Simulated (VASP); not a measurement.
A run of VASP 6.6.1:

The input INCAR:

```
SYSTEM = Mg4Au
ALGO     = Fast           ! electronic algorithm
EDIFF    = 1E-6           ! SCF threshold, eV
ENCUT    = 520            ! plane-wave cutoff, eV
GGA      = PE             ! functional
ISIF     = 2              ! what is computed and relaxed
ISMEAR   = 0              ! smearing method
LASPH    = .TRUE.         ! aspherical terms in the spheres
LCHARG   = .FALSE.        ! write CHGCAR
LREAL    = .FALSE.        ! projectors in reciprocal space
LWAVE    = .FALSE.        ! write WAVECAR
NBANDS   = 30             ! bands
NELM     = 60             ! most SCF steps
PREC     = Accurate       ! precision mode
SIGMA    = 0.2            ! smearing width, eV
```

The input KPOINTS:

```
k-points
0
G
  6 4 4
  0 0 0
```

Contents of POSCAR:

```
Mg4Au
1.0
    0.0028804958      0.0017699759     -4.6314299905
   -2.2496973407     -5.3397482127      0.0030302109
   -6.8837890197      5.3963484916      0.0024012622
Mg Au
8 2
Direct
    0.4997847538      0.2864396540      0.5726315015
    0.5000157294      0.7870675848      0.0726968539
    0.0008170791      0.5314557756      0.8229326696
   -0.0007652794      0.0302147900      0.3218981708
   -0.0007868615      0.9692958258      0.6774198298
    0.0004623699      0.4689430911      0.1780758866
    0.5006103262      0.2135823387      0.9272971781
    0.4999414774      0.7128547222      0.4271180064
   -0.0002886263      0.4993826675      0.5004169562
    0.0002090314      0.0007635502     -0.0004870529
```

Potentials or basis: VASP PAW PBE potentials, release 64 (Mg, Au).

The run is started by

```sh
$ cat potpaw_PBE.64/Mg/POTCAR potpaw_PBE.64/Au/POTCAR > POTCAR
$ mpirun -np 1 vasp_std > vasp.out
```

Hardware: 1 thread of Oxide Virtual Turin-like Processor, on a shared host.

Question: Estimate the wall time of this run.

Answer: Run time: 11 min on 1 thread of Oxide Virtual Turin-like Processor, on a shared host, peak memory 0.5 GiB. Counts: scf iterations 14, k points 52.
